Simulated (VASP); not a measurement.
# Pd (Fm-3m) in VASP: a series of runs, part 2 of 2

VASP 6.6.1. The steps go on from the part before.

## (5) Single point, r2SCAN, collinear spin, ferromagnetic start

POSCAR

```
Pd
1.0
    0.0000000000      1.9567730079      1.9567730079
    1.9567730079      0.0000000000      1.9567730079
    1.9567730079      1.9567730079      0.0000000000
Pd
1
Direct
    0.0000000000      0.0000000000      0.0000000000
```

INCAR.step1

```
PREC = Accurate ; ENCUT = 520
ISMEAR = 1 ; SIGMA = 0.01
LREAL = F ; LASPH = T
NELM = 150 ; ISPIN = 2
MAGMOM = 0.436 ; LMAXMIX = 4
NBANDS = 15 ; GGA = PE
ALGO = Normal ; EDIFF = 1E-4
LWAVE = T ; LCHARG = F
```

INCAR.step2

```
PREC = Accurate ; ENCUT = 520
EDIFF = 1E-6 ; ISMEAR = 1
SIGMA = 0.01 ; LREAL = F
LASPH = T ; NELM = 150
ALGO = Normal ; ISIF = 2
LWAVE = F ; LCHARG = F
ISPIN = 2 ; MAGMOM = 0.436
LORBIT = 11 ; LMAXMIX = 4
METAGGA = R2SCAN ; LMIXTAU = T
NBANDS = 15 ; ISTART = 1
```

KPOINTS

```
Automatic mesh
0
Gamma
  14 14 14
```

Potentials or basis: VASP PAW PBE potentials, release 64 (Pd).

The run is started by

```console
> cat potpaw_PBE.64/Pd/POTCAR > POTCAR
> cp INCAR.step1 INCAR
> mpirun -np 1 vasp_std > vasp.out
> cp INCAR.step2 INCAR
> mpirun -np 1 vasp_std > vasp.out
```

OUTCAR:

```text
PREC = Accurate
   ENCUT = 520
   EDIFF = 1E-6
   ISMEAR = 1
   LREAL = F
   LASPH = T
   NELM = 150
   ISIF = 2
   ISPIN = 2
   LORBIT = 11
   METAGGA = R2SCAN
   ISTART = 1

 ion  position               nearest neighbor table
   1  0.000  0.000  0.000-

  LATTYP: Found a face centered cubic cell.
 ALAT       =     3.9135460158

  Lattice vectors:

 A1 = (   0.0000000000,   1.9567730079,   1.9567730079)
 A2 = (   1.9567730079,   0.0000000000,   1.9567730079)
 A3 = (   1.9567730079,   1.9567730079,   0.0000000000)

Analysis of symmetry for initial positions (statically):
=====================================================================
 Subroutine PRICEL returns:
 Original cell was already a primitive cell.

 Routine SETGRP: Setting up the symmetry group for a
 face centered cubic supercell.

 Subroutine GETGRP returns: Found 48 space group operations
 (whereof 48 operations were pure point group operations)
 out of a pool of 48 trial point group operations.

The static configuration has the point symmetry O_h .

Analysis of symmetry for dynamics (positions and initial velocities):
=====================================================================
 Subroutine PRICEL returns:
 Original cell was already a primitive cell.

 Routine SETGRP: Setting up the symmetry group for a
 face centered cubic supercell.

 Subroutine GETGRP returns: Found 48 space group operations
 (whereof 48 operations were pure point group operations)
 out of a pool of 48 trial point group operations.

The dynamic configuration has the point symmetry O_h .

Analysis of structural, dynamic, and magnetic symmetry:
=====================================================================
 Subroutine PRICEL returns:
 Original cell was already a primitive cell.

 Routine SETGRP: Setting up the symmetry group for a
 face centered cubic supercell.

 Subroutine GETGRP returns: Found 48 space group operations
 (whereof 48 operations were pure point group operations)
 out of a pool of 48 trial point group operations.

The overall configuration has the point symmetry O_h .

 Subroutine INISYM returns: Found 48 space group operations
 (whereof 48 operations are pure point group operations),
 and found     1 'primitive' translations

[... 152 lines left out ...]
      1       2.2826      1.00000
      2       6.2218      1.00000
      3       6.2218      1.00000
      4       6.2218      1.00000
      5       7.8787      1.00000
      6       7.8787      1.00000
      7      27.3501      0.00000
      8      31.2063      0.00000
      9      32.2421      0.00000
     10      32.2421      0.00000
     11      32.2421      0.00000
     12      37.7515      0.00000
     13      40.7515      0.00000
     14      40.7515      0.00000
[... 403 lines left out ...]
      4       6.9609      1.00000
      5       8.0786      1.00000
      6       8.4325      1.00000
      7      25.2593      0.00000
      8      28.7358      0.00000
      9      29.8372      0.00000
     10      31.1565      0.00000
     11      31.8885      0.00000
     12      36.5219      0.00000
     13      38.5334      0.00000
     14      38.8888      0.00000
     15      42.0999      0.00000

 [... further k-points ...]

 spin component 2

 k-point     1 :       0.0000    0.0000    0.0000
  band No.  band energies     occupation
      1       2.2742      1.00000
      2       6.7802      1.00000
      3       6.7802      1.00000
      4       6.7802      1.00000
      5       8.2537      1.00000
      6       8.2537      1.00000
      7      27.3522      0.00000
      8      32.2586      0.00000
      9      32.2586      0.00000
     10      32.2586      0.00000
     11      32.5072      0.00000
     12      37.7331      0.00000
     13      40.9005      0.00000
     14      40.9005      0.00000
[... 403 lines left out ...]
      4       7.4778      1.00000
      5       8.5129      1.00000
      6       8.8757      1.00000
      7      25.3805      0.00000
      8      28.7805      0.00000
      9      29.9473      0.00000
     10      31.8684      0.00000
     11      32.5591      0.00000
     12      36.6993      0.00000
     13      38.6437      0.00000
     14      39.0327      0.00000
     15      42.3099      0.00000

 [... further k-points ...]
[... 5 lines left out ...]
  --------------------------------------------------------------------------------------
  -------------------------------------------------------------------------------------
  Total        0.0593384      0.0593384      0.0593384      0.0000000      0.0000000      0.0000000
  in kB        6.3444697      6.3444697      6.3444697      0.0000000      0.0000000      0.0000000
  external PRESSURE =       6.3444697 kB  Pullay stress =       0.0000000 kB

 VOLUME and BASIS-vectors are now :
 -----------------------------------------------------------------------------
  energy-cutoff  :      520.00
  volume of cell :       14.98
      direct lattice vectors                 reciprocal lattice vectors
     0.000000000  1.956773008  1.956773008    -0.255522740  0.255522740  0.255522740
     1.956773008  0.000000000  1.956773008     0.255522740 -0.255522740  0.255522740
     1.956773008  1.956773008  0.000000000     0.255522740  0.255522740 -0.255522740

 POSITION                                       TOTAL-FORCE (eV/Angst)
 -----------------------------------------------------------------------------------
      0.00000      0.00000      0.00000         0.000000     -0.000000      0.000000
 -----------------------------------------------------------------------------------
    total drift:                               -0.000000      0.000000     -0.000000

  FREE ENERGIE OF THE ION-ELECTRON SYSTEM (eV)
  ---------------------------------------------------
  free  energy   TOTEN  =       -22.9582902297 eV

  energy  without entropy=      -22.9582754464  energy(sigma->0) =      -22.95828530

 total charge

# of ion       s       p       d       tot
------------------------------------------
    1        0.509   0.449   8.489   9.447

 magnetization (x)

# of ion       s       p       d       tot
------------------------------------------
    1        0.004  -0.011   0.497   0.490
```

OUTCAR.step1:

```text
PREC = Accurate
   ENCUT = 520
   ISMEAR = 1
   LREAL = F
   LASPH = T
[... 1103 lines left out ...]

 POSITION                                       TOTAL-FORCE (eV/Angst)
 -----------------------------------------------------------------------------------
      0.00000      0.00000      0.00000        -0.000000     -0.000000     -0.000000
 -----------------------------------------------------------------------------------
    total drift:                               -0.000000      0.000000     -0.000000

  FREE ENERGIE OF THE ION-ELECTRON SYSTEM (eV)
  ---------------------------------------------------
  free  energy   TOTEN  =        -5.2087723487 eV

  energy  without entropy=       -5.2087325070  energy(sigma->0) =       -5.20875907
```

It took 61 s on 1 thread of Intel Xeon 6975P-C (Granite Rapids), shared host; peak memory 0.18 GiB.

What came out:

* Free energy: -22.9583 eV
* Pressure: 0.6 GPa
* Net moment: 0.48 μB per cell
* Site moments: Pd +0.49 μB
* Valence electrons inside the program's atomic spheres: Pd 9.45

Caveat: the PAW data sets were made with another functional, which shifts forces and pressure a little.

## (6) Overview

```tsv
smearing	gap on the mesh (eV)	pressure (GPa)	moment (μB)
methfessel-paxton 0.3 eV	none	0.7	0.49
methfessel-paxton 0.6 eV	none	0.2	0.01
methfessel-paxton 1 eV	none	-0.2	0.00
methfessel-paxton 0.01 eV	none	0.6	0.48
```

Alike in all rows: task single point; level r2SCAN; potentials or basis VASP PAW PBE potentials, release 64 (Pd); spin collinear, ferromagnetic start; cell as given; k mesh 14 × 14 × 14; cutoff (eV) 520.

Every run on the cell as given and a fine mesh finds a metal.

Caveats: the PAW data sets were made with another functional, which shifts forces and pressure a little.

Total energies depend on the potentials used, so only differences within one code and one set of settings carry meaning.
